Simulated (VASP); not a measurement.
# Pb (Pm-3m) in VASP: a series of runs

Runs on Pb. Level: PBEsol. Tasks: single point.

Program: VASP 6.6.1. These are calculated values, not measurements. Logs are shortened: lines on timing, memory, paths and dates and some standing lists are left out, and cuts for length are marked.

### Step 1. The cell of the first run

Symmetry: Pm-3m, No. 221, cubic system. Conventional cell: a = 3.048 Å, b = 3.048 Å, c = 3.048 Å, α = 90.00°, β = 90.00°, γ = 90.00°. Within 4.0 Å of Pb (site symmetry m-3m) lie 6 Pb at 3.05 Å.

### Step 2. Single point, PBEsol (volume scaled by 0.88)

INCAR reads:

```
PREC = Accurate
ENCUT = 520
EDIFF = 1E-6
ISMEAR = -1
SIGMA = 0.1
LREAL = F
LASPH = T
NELM = 100
ALGO = Normal
ISIF = 2
LWAVE = F
LCHARG = T
GGA = PS
LELF = T
LVHAR = T
NBANDS = 13
```

KPOINTS reads:

```
Automatic mesh
0
Gamma
  11 11 11
```

POSCAR reads:

```
Pb
1.0
    3.0480812332      0.0000000000      0.0000000000
    0.0000000000      3.0480812332      0.0000000000
    0.0000000000      0.0000000000      3.0480812332
Pb
1
Direct
    0.0000000000      0.0000000000      0.0000000000
```

Potentials or basis: VASP PAW PBE potentials, release 64 (Pb_d).

Launch:

```bash
> cat potpaw_PBE.64/Pb_d/POTCAR > POTCAR
> mpirun -np 1 vasp_std > vasp.out
```

OUTCAR:

```text
PREC = Accurate
   ENCUT = 520
   EDIFF = 1E-6
   ISMEAR = -1
   LREAL = F
   LASPH = T
   NELM = 100
   ISIF = 2
   GGA = PS

 ion  position               nearest neighbor table
   1  0.000  0.000  0.000-

  LATTYP: Found a simple cubic cell.
 ALAT       =     3.0480812332

  Lattice vectors:

 A1 = (   3.0480812332,   0.0000000000,   0.0000000000)
 A2 = (   0.0000000000,   3.0480812332,   0.0000000000)
 A3 = (   0.0000000000,   0.0000000000,   3.0480812332)

Analysis of symmetry for initial positions (statically):
=====================================================================
 Subroutine PRICEL returns:
 Original cell was already a primitive cell.

 Routine SETGRP: Setting up the symmetry group for a
 simple cubic supercell.

 Subroutine GETGRP returns: Found 48 space group operations
 (whereof 48 operations were pure point group operations)
 out of a pool of 48 trial point group operations.

The static configuration has the point symmetry O_h .

Analysis of symmetry for dynamics (positions and initial velocities):
=====================================================================
 Subroutine PRICEL returns:
 Original cell was already a primitive cell.

 Routine SETGRP: Setting up the symmetry group for a
 simple cubic supercell.

 Subroutine GETGRP returns: Found 48 space group operations
 (whereof 48 operations were pure point group operations)
 out of a pool of 48 trial point group operations.

The dynamic configuration has the point symmetry O_h .

 Subroutine INISYM returns: Found 48 space group operations
 (whereof 48 operations are pure point group operations),
 and found     1 'primitive' translations

----------------------------------------------------------------------------------------

                                     Primitive cell

  volume of cell :      28.3191

  direct lattice vectors                    reciprocal lattice vectors
     3.048081233  0.000000000  0.000000000     0.328075246  0.000000000  0.000000000
     0.000000000  3.048081233  0.000000000     0.000000000  0.328075246  0.000000000
     0.000000000  0.000000000  3.048081233     0.000000000  0.000000000  0.328075246

  length of vectors
     3.048081233  3.048081233  3.048081233     0.328075246  0.328075246  0.328075246

  position of ions in fractional coordinates (direct lattice)
     0.000000000  0.000000000  0.000000000

  ion indices of the primitive-cell ions
   primitive index   ion index
                 1           1

----------------------------------------------------------------------------------------

 KPOINTS: Automatic mesh

Automatic generation of k-mesh.
 Grid dimensions read from file:
 generate k-points for:   11   11   11

 Generating k-lattice:

  Cartesian coordinates                     Fractional coordinates (reciprocal lattice)
     0.029825022  0.000000000  0.000000000     0.090909091  0.000000000  0.000000000
     0.000000000  0.029825022  0.000000000     0.000000000  0.090909091  0.000000000
     0.000000000  0.000000000  0.029825022     0.000000000  0.000000000  0.090909091

  Length of vectors
     0.029825022  0.029825022  0.029825022

  Shift w.r.t. Gamma in fractional coordinates (k-lattice)
     0.000000000  0.000000000  0.000000000

 Subroutine IBZKPT returns following result:
 ===========================================

 Found     56 irreducible k-points:

 Following reciprocal coordinates:
            Coordinates               Weight
  0.000000  0.000000  0.000000      1.000000
  0.090909  0.000000  0.000000      6.000000
  0.181818  0.000000  0.000000      6.000000
  0.272727  0.000000  0.000000      6.000000
  0.363636  0.000000  0.000000      6.000000
  0.454545  0.000000  0.000000      6.000000
[... 16 lines left out ...]
  0.181818  0.090909  0.090909     24.000000
  0.272727  0.090909  0.090909     24.000000
 [... further k-points ...]
   k-points           NKPTS =     56   k-points in BZ     NKDIM =     56   number of bands    NBANDS=     13
   number of dos      NEDOS =    301   number of ions     NIONS =      1
   total plane-waves  NPLWV =  13824
   dimension x,y,z NGX =    24 NGY =   24 NGZ =   24
   dimension x,y,z NGXF=    48 NGYF=   48 NGZF=   48
   ions per type =               1
   NGX,Y,Z   is equivalent  to a cutoff of  13.09, 13.09, 13.09 a.u.
   NGXF,Y,Z  is equivalent  to a cutoff of  26.18, 26.18, 26.18 a.u.
 SYSTEM =  unknown system
   PREC   = accura    normal or accurate (medium, high low for compatibility)
   ISTART =      0    job   : 0-new  1-cont  2-samecut
   ICHARG =      2    charge: 1-file 2-atom 10-const
   ISPIN  =      1    spin polarized calculation?
   LNONCOLLINEAR =      F non collinear calculations
   LSORBIT =      F    spin-orbit coupling
   LASPH  =      T    aspherical Exc in radial PAW
   ENCUT  =  520.0 eV  38.22 Ry    6.18 a.u.   5.67  5.67  5.67*2*pi/ulx,y,z
   NELM   =    100;   NELMIN=  2; NELMDL= -5     # of ELM steps
   EDIFF  = 0.1E-05   stopping-criterion for ELM
   LREAL  =      F    real-space projection
   EDIFFG = 0.1E-04   stopping-criterion for IOM
   NSW    =      0    number of steps for IOM
   IBRION =     -1    ionic relax: 0-MD 1-quasi-New 2-CG
   NFREE  =      0    steps in history (QN), initial steepest desc. (CG)
   ISIF   =      2    stress and relaxation
   ISYM   =      2    0-nonsym 1-usesym 2-fastsym
   POTIM  = 0.5000    time-step for ionic-motion
   TEBEG  =    0.0;   TEEND  =   0.0 temperature during run
   PSTRESS=    0.0 pullay stress
   NELECT =      14.0000    total number of electrons
   NUPDOWN=      -1.0000    fix difference up-down
   EMIN   =  10.00;   EMAX   =-10.00  energy-range for DOS
   EFERMI =   0.00;   METHOD = LEGACY
   ISMEAR =    -1;   SIGMA  =   0.10  broadening in eV -4-tet -1-fermi 0-gaus
   EFERMI_NEDOS =   21; number of points for ismear=-14 and -15
   IALGO  =     38    algorithm
   IMIX   =      4    mixing-type and parameters
     AMIX     =   0.40;   BMIX     =  1.00
     AMIX_MAG =   1.60;   BMIX_MAG =  1.00
  volume/ion in A,a.u.               =      28.32       191.11
  Fermi-wavevector in a.u.,A,eV,Ry     =   1.294467  2.446188 22.798531  1.675645
  Thomas-Fermi vector in A             =   2.426048
   LORBIT       =      0    0 simple, 1 ext, 2 COOP (PROOUT), +10 PAW based schemes
   GGA     = PS    functional components
   LHFCALC =     F    Hartree Fock is set to
   AEXX    =    0.0000 exact exchange contribution
   IVDW    =     0    specifies the selected vdW correction
   LEPSILON=     F    determine dielectric tensor
   LRPA    =     F    only Hartree local field effects (RPA)
 non-spin polarized calculation
  energy-cutoff  :      520.00
  volume of cell :       28.32
 maximum number of plane-waves:       780
 NGX is ok and might be reduce to    24
   NGX = 11   NGY = 11   NGZ = 11

 number of electron      14.0000004 magnetization

 Free energy of the ion-electron system (eV)
  ---------------------------------------------------
  ext. energy  EPLUGINS =         0.00000000
  ---------------------------------------------------
  free energy    TOTEN  =        -3.72213168 eV

  energy without entropy =       -3.70326986  energy(sigma->0) =       -3.71270077

 E-fermi :   7.6169     XC(G=0): -10.5778

 val. band max:        7.5616827085   @ k =   0.4545   0.4545   0.3636
 cond. band min:       7.7240551062   @ k =   0.4545   0.3636   0.1818
 fundamental gap:      0.1623723977
 Fermi energy:         7.6169296325

 k-point     1 :       0.0000    0.0000    0.0000
  band No.  band energies     occupation
      1      -9.8373      2.00000
      2      -9.8373      2.00000
      3      -8.8995      2.00000
      4      -8.8995      2.00000
      5      -8.8995      2.00000
      6      -4.7421      2.00000
      7      13.2265      0.00000
      8      13.2265      0.00000
      9      13.2265      0.00000
     10      16.7017      0.00000
     11      17.9624      0.00000
     12      17.9624      0.00000
     13      26.6249      0.00000

 k-point     2 :       0.0909    0.0000    0.0000
  band No.  band energies     occupation
      1      -9.8330      2.00000
      2      -9.7847      2.00000
      3      -8.9206      2.00000
      4      -8.9206      2.00000
      5      -8.8978      2.00000
      6      -4.6023      2.00000
      7      11.6477      0.00000
      8      13.3955      0.00000
      9      13.3955      0.00000
     10      17.1421      0.00000
     11      18.0051      0.00000
     12      19.3451      0.00000
     13      25.9443      0.00000

 k-point     3 :       0.1818    0.0000    0.0000
  band No.  band energies     occupation
      1      -9.8212      2.00000
      2      -9.6460      2.00000
      3      -8.9765      2.00000
      4      -8.9765      2.00000
      5      -8.8931      2.00000
      6      -4.1786      2.00000
      7       9.1208      0.00000
      8      13.8805      0.00000
      9      13.8805      0.00000
     10      17.4507      0.00000
     11      18.1325      0.00000
     12      22.2916      0.00000
     13      24.6227      0.00000
[... 305 lines left out ...]
 k-point    23 :       0.1818    0.0909    0.0909
  band No.  band energies     occupation
      1      -9.7393      2.00000
      2      -9.6071      2.00000
      3      -9.0013      2.00000
      4      -8.9967      2.00000
      5      -8.9353      2.00000
      6      -3.9034      2.00000
      7       9.4183      0.00000
      8      12.3162      0.00000
      9      12.5234      0.00000
     10      19.4959      0.00000
     11      19.6472      0.00000
     12      22.2639      0.00000
     13      23.4013      0.00000

 k-point    24 :       0.2727    0.0909    0.0909
  band No.  band energies     occupation
      1      -9.7243      2.00000
      2      -9.4241      2.00000
      3      -9.0770      2.00000
      4      -9.0710      2.00000
      5      -8.9286      2.00000
      6      -3.2030      2.00000
      7       6.9566      1.99729
      8      13.0030      0.00000
      9      13.2216      0.00000
     10      19.5212      0.00000
     11      19.5785      0.00000
     12      22.2887      0.00000
     13      22.2938      0.00000

 [... further k-points ...]

------------------------ aborting loop because EDIFF is reached ----------------------------------------

  FORCE on cell =-STRESS in cart. coord.  units (eV):
  Direction    XX          YY          ZZ          XY          YZ          ZX
  --------------------------------------------------------------------------------------
  -------------------------------------------------------------------------------------
  Total        1.3640845      1.3640845      1.3640845      0.0000000     -0.0000000      0.0000000
  in kB       77.1742189     77.1742189     77.1742189      0.0000000     -0.0000000      0.0000000
  external PRESSURE =      77.1742189 kB  Pullay stress =       0.0000000 kB

 VOLUME and BASIS-vectors are now :
 -----------------------------------------------------------------------------
  energy-cutoff  :      520.00
  volume of cell :       28.32
      direct lattice vectors                 reciprocal lattice vectors
     3.048081233  0.000000000  0.000000000     0.328075246  0.000000000  0.000000000
     0.000000000  3.048081233  0.000000000     0.000000000  0.328075246  0.000000000
     0.000000000  0.000000000  3.048081233     0.000000000  0.000000000  0.328075246

 POSITION                                       TOTAL-FORCE (eV/Angst)
 -----------------------------------------------------------------------------------
      0.00000      0.00000      0.00000         0.000000      0.000000      0.000000
 -----------------------------------------------------------------------------------
    total drift:                                0.000000     -0.000000      0.000000

  FREE ENERGIE OF THE ION-ELECTRON SYSTEM (eV)
  ---------------------------------------------------
  free  energy   TOTEN  =        -3.7221316829 eV

  energy  without entropy=       -3.7032698630  energy(sigma->0) =       -3.71270077
```

It took 4.7 s on 1 thread of Intel Xeon 6975P-C (Granite Rapids), shared host; peak memory 0.15 GiB.

What came out:

| Quantity | Value |
| --- | --- |
| Free energy | -3.7221 eV |
| Pressure | 7.7 GPa |
| Band gap on the k mesh | zero (band 7 reaches 13.23 eV, above the bottom of band 8 at 5.62 eV) |

Levels at points of the mesh, in eV from the Fermi level:
| k point | band 5 | band 6 | band 7 | band 8 | band 9 | band 10 |
| --- | --- | --- | --- | --- | --- | --- |
| (0.00, 0.00, 0.00) | -16.52 | -12.36 | 5.61 | 5.61 | 5.61 | 9.08 |

Caveat: the PAW data sets were made with another functional, which shifts forces and pressure a little; spin-orbit coupling is left out, which moves the levels of the heavy elements.

### Step 3. Single point, PBEsol (volume scaled by 0.92)

INCAR reads:

```
SYSTEM = Pb
PREC = Accurate
ENCUT = 520
EDIFF = 1E-6
ISMEAR = -1
SIGMA = 0.1
LREAL = .False.
LASPH = .True.
NELM = 100
ALGO = Normal
ISIF = 2
LWAVE = .False.
LCHARG = .False.
GGA = PS
NBANDS = 13
```

KPOINTS reads:

```
Automatic mesh
0
Gamma
  11 11 11
  0 0 0
```

POSCAR reads:

```
Pb
1.0
    3.0935816910      0.0000000000      0.0000000000
    0.0000000000      3.0935816910      0.0000000000
    0.0000000000      0.0000000000      3.0935816910
Pb
1
Direct
    0.0000000000      0.0000000000      0.0000000000
```

Potentials or basis: VASP PAW PBE potentials, release 64 (Pb_d).

Launch:

```bash
> cat potpaw_PBE.64/Pb_d/POTCAR > POTCAR
> mpirun -np 1 vasp_std > vasp.out
```

Wall time 4.5 s (1 thread of Intel Xeon 6975P-C (Granite Rapids), shared host); peak memory 0.14 GiB.

Results (log left out):

```yaml
Free_energy: -3.7717 eV
Pressure: 4.6 GPa
Band_gap_on_the_k_mesh: zero (band 7 reaches 12.54 eV, above the bottom of band 8 at 5.19 eV)
```

Levels at points of the mesh, in eV from the Fermi level:
```csv
k point,band 4,band 5,band 6,band 7,band 8,band 9,band 10,band 11
"(0.00, 0.00, 0.00)",-16.50,-16.50,-12.03,5.45,5.45,5.45,8.76,10.08
```

Caveat: the PAW data sets were made with another functional, which shifts forces and pressure a little; spin-orbit coupling is left out, which moves the levels of the heavy elements.

[end of part 1 of 2]
